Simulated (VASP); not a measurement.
Input of a VASP 6.6.1 run:

Contents of INCAR:

```
SYSTEM = LiGe2P3
ALGO     = Normal         ! electronic algorithm
EDIFF    = 1E-7           ! SCF threshold, eV
ENCUT    = 520            ! plane-wave cutoff, eV
GGA      = PE             ! functional
ISIF     = 2              ! what is computed and relaxed
ISMEAR   = 0              ! smearing method
LASPH    = .True.         ! aspherical terms in the spheres
LCHARG   = .False.        ! write CHGCAR
LREAL    = .False.        ! projectors in reciprocal space
LWAVE    = .False.        ! write WAVECAR
NBANDS   = 32             ! bands
NELM     = 80             ! most SCF steps
PREC     = Accurate       ! precision mode
SIGMA    = 0.1            ! smearing width, eV
```

File KPOINTS:

```
k-points
0
Gamma
  6 6 2
  0 0 0
```

POSCAR

```
LiGe2P3
1.0
    3.6146853487      0.0000000000      0.0000000000
    0.0000000000      3.6146853487      0.0000000000
    0.0000000000      0.0000000000      7.9634913851
Li Ge P
1 2 3
Direct
    0.0000000000      0.0000000000      0.0000000000
    0.0000000000      0.5000000000      0.7315000000
    0.5000000000      0.0000000000      0.2685000000
    0.0000000000      0.5000000000      0.3835000000
    0.5000000000      0.0000000000      0.6165000000
    0.5000000000      0.5000000000      0.0000000000
```

Potentials or basis: VASP PAW PBE potentials, release 64 (Li_sv, Ge_d, P).

The run is started by

```console
$ cat potpaw_PBE.64/Li_sv/POTCAR potpaw_PBE.64/Ge_d/POTCAR potpaw_PBE.64/P/POTCAR > POTCAR
$ mpirun -np 1 vasp_std > vasp.out
```

Task: Predict the largest force.

Result: 0.589 eV/Å.

Task: Predict the band gap on the k mesh.

Result: Zero (band 23 reaches 6.75 eV, above the bottom of band 24 at 4.43 eV).

Forces in eV/Å, atoms in the order of the input:
```
Li   0.000  0.000  0.000
Ge   0.000  0.000 -0.589
Ge   0.000  0.000  0.589
P    0.000  0.000 -0.274
P    0.000  0.000  0.274
P    0.000  0.000  0.000
```

Caveat: the k points lie up to 0.39 Å⁻¹ apart.
